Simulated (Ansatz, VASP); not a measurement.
## SiC: VASP beside Ansatz

```
Si C
1.0
    -3.07600    0.00000    0.00000
    -1.53800   -2.66389    0.00000
     0.00000    0.00000   10.59600
Si C
4 4
Cartesian
  -1.5380 -0.8880 6.6003
  -1.5380 -0.8880 1.5523
  -3.0760 -1.7759 9.1243
  -3.0760 -1.7759 4.0763
  -1.5380 -0.8880 8.5437
  -1.5380 -0.8880 3.4957
  -3.0760 -1.7759 0.9717
  -3.0760 -1.7759 6.0197
```

Alike in both runs: task single point; functional LDA; k mesh 10 × 10 × 3; occupations gaussian, width 0.05 eV; no spin polarisation.

|  | VASP | Ansatz |
| --- | --- | --- |
| version | VASP 6.6.1 | Ansatz 0.2.0 |
| potentials or method | VASP PAW LDA potentials, release 64 (Si, C), cutoff 520 eV | scalar-relativistic, plane waves, PAW |
| valence electrons in the cell | 32 | 32 |

Ansatz gave:

| Item | Value |
| --- | --- |
| gap on the k mesh at the Fermi level (eV) | 2.15 |
| least direct gap on the mesh (eV) | 3.64 |
| pressure (GPa) | -7.8 |
| traceless stress, the component that is largest in VASP (GPa) | -9.98 |
| rms of the force components (eV/Å) | 0.608 |

Problem. Estimate VASP's values.

Solution. gap on the k mesh at the Fermi level (eV): 2.15; least direct gap on the mesh (eV): 3.63; pressure (GPa): -7.4; traceless stress, the component that is largest in VASP (GPa): -10.09; rms of the force components (eV/Å): 0.611.

LDA's correlation is that of Perdew and Zunger in VASP and of Perdew and Wang (1992) in Ansatz. Atom by atom the forces differ by 0.005 eV/Å (rms over components).
